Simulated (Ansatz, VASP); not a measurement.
**One calculation of W, two programs**

The input INCAR:

```
  PREC = Accurate
  ENCUT = 520
  EDIFF = 1E-6
  ISMEAR = 0
  SIGMA = 0.1
  LREAL = F
  LASPH = T
  NELM = 60
  ALGO = Normal
  ISIF = 2
  LWAVE = F
  LCHARG = T
  GGA = PS
  LELF = T
  LVHAR = T
  NBANDS = 13
```

Contents of KPOINTS:

```
Automatic mesh
0
Gamma
  18 18 18
```

POSCAR

```
W
1.0
    0.0000000000      2.0113443000      2.0113443000
    2.0113443000      0.0000000000      2.0113443000
    2.0113443000      2.0113443000      0.0000000000
W
1
Direct
    0.0000000000      0.0000000000      0.0000000000
```

Input for Ansatz:

```yaml
crystal:
  lattice:
    - [0.0, 2.0113443, 2.0113443]
    - [2.0113443, 0.0, 2.0113443]
    - [2.0113443, 2.0113443, 0.0]
  atoms:
    - { symbol: W, position: [0.0, 0.0, 0.0] }
basis:
  ecutwfc: 420
kpoints:
  mp_grid: { grid: [18, 18, 18] }
hamiltonian:
  xc: pbesol
scf:
  occupations: { method: gaussian, width: 0.1 }
output:
  forces: true
  stress: true
  eigenvalues: true
  write_density: true
  write_potential: true
  elf: true
  volumetric_format: npy
```

Alike in both runs: task single point; functional PBEsol; k mesh 18 × 18 × 18; occupations gaussian, width 0.1 eV; no spin polarisation.

|  | VASP | Ansatz |
| --- | --- | --- |
| version | VASP 6.6.1 | Ansatz 0.2.0 |
| potentials or method | VASP PAW PBE potentials, release 64 (W_sv), cutoff 520 eV | scalar-relativistic, plane waves, PAW |
| valence electrons in the cell | 14 | 14 |

|  | VASP | Ansatz | Ansatz less VASP |
| --- | --- | --- | --- |
| gap on the k mesh at the Fermi level (eV) | none | none | - |
| pressure (GPa) | -4.7 | -5.3 | -0.58 |

VASP's potentials were made for PBE, not for PBEsol. A gap of «none» marks a metal or a gap that the smearing closes. The functional is the same, so the differences come from potentials, cutoffs and numerics.

Neither program's run includes spin-orbit coupling.
